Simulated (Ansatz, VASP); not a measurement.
# Mn in VASP and in Ansatz

The input INCAR:

```
PREC = Accurate ; ENCUT = 600
EDIFF = 1E-7 ; ISMEAR = 0
SIGMA = 0.1 ; LREAL = False
LASPH = True ; NELM = 80
ALGO = Normal ; ISIF = 3
LWAVE = False ; LCHARG = False
GGA = PE ; IBRION = 2
NSW = 80 ; EDIFFG = -0.01
```

Contents of KPOINTS:

```
Automatic mesh
0
Gamma
  18 18 10
```

File POSCAR:

```
Mn
1.0
    2.4791985508      0.0000000000      0.0000000000
   -1.2395992754      2.1470489260      0.0000000000
    0.0000000000      0.0000000000      4.0291697277
Mn
2
Direct
    0.3333333333      0.6666666667      0.2500000000
    0.6666666667      0.3333333333      0.7500000000
```

Input for Ansatz:

```yaml
crystal:
  lattice:
    - [2.4791985508, 0.0, 0.0]
    - [-1.2395992754, 2.147048926, 0.0]
    - [0.0, 0.0, 4.0291697277]
  atoms:
    - { symbol: Mn, position: [0.3333333333, 0.6666666667, 0.25] }
    - { symbol: Mn, position: [0.6666666667, 0.3333333333, 0.75] }
basis:
  ecutwfc: 420
kpoints:
  mp_grid: { grid: [18, 18, 10] }
hamiltonian:
  xc: pbe
scf:
  occupations: { method: gaussian, width: 0.1 }
output:
  forces: true
  stress: true
  eigenvalues: true
  write_density: true
  write_potential: true
  elf: true
  volumetric_format: npy
relax:
  adjacent_minimum: "off"
  f_tol: 0.01
  max_steps: 60
  cell: { stress_tol: 0.1 }
```

Alike in both runs: task relaxation of cell and atoms; functional PBE; k mesh 18 × 18 × 10; occupations gaussian, width 0.1 eV; no spin polarisation.

```csv
,VASP,Ansatz
version,VASP 6.6.1,Ansatz 0.2.0
potentials or method,"VASP PAW PBE potentials, release 64 (Mn_pv), cutoff 600 eV","scalar-relativistic, plane waves, PAW"
valence electrons in the cell,26,30
```

Ansatz gave:

| Quantity | Value |
| --- | --- |
| gap on the k mesh at the Fermi level, each at its own relaxed structure (eV) | none |
| relaxed volume (Å³/atom) | 10.71 |
| relaxed length of the cell vector where the two differ most in proportion (Å) | 4.016 |

Q: What did VASP give for the same quantities?

A: gap on the k mesh at the Fermi level, each at its own relaxed structure (eV): none; relaxed volume (Å³/atom): 10.70; relaxed length of the cell vector where the two differ most in proportion (Å): 4.014.

A gap of «none» marks a metal or a gap that the smearing closes. VASP's potentials hold 26 valence electrons a cell and Ansatz's 30, so a difference there can come from the potentials and not from the codes.
